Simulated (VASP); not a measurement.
Input of a VASP 6.6.1 run:

The input INCAR:

```
ALGO = Normal
EDIFF = 1E-7
ENCUT = 520
GGA = PE
ISIF = 2
ISMEAR = 0
LASPH = True
LCHARG = False
LREAL = False
LWAVE = False
NBANDS = 28
NELM = 100
PREC = Accurate
SIGMA = 0.1
```

Contents of KPOINTS:

```
k-points
0
Gamma
  4 4 4
```

Contents of POSCAR:

```
La3O
1.0
   -2.9606859300      2.9606859300      2.9606859300
    2.9606859300     -2.9606859300      2.9606859300
    2.9606859300      2.9606859300     -2.9606859300
La O
3 1
Direct
    0.0000000000      0.5000000000      0.5000000000
    0.5000000000      0.0000000000      0.5000000000
    0.5000000000      0.5000000000      0.0000000000
    0.0000000000      0.0000000000      0.0000000000
```

Potentials or basis: VASP PAW PBE potentials, release 64 (La, O).

Run with:

```sh
$ cat potpaw_PBE.64/La/POTCAR potpaw_PBE.64/O/POTCAR > POTCAR
$ mpirun -np 1 vasp_std > vasp.out
```

(1) Predict the pressure.

Results:

(1) -3.7 GPa.

Caveat: the k points lie up to 0.38 Å⁻¹ apart; an odd number of electrons without spin polarisation forces a metal; a magnetic or distorted state may lie lower.
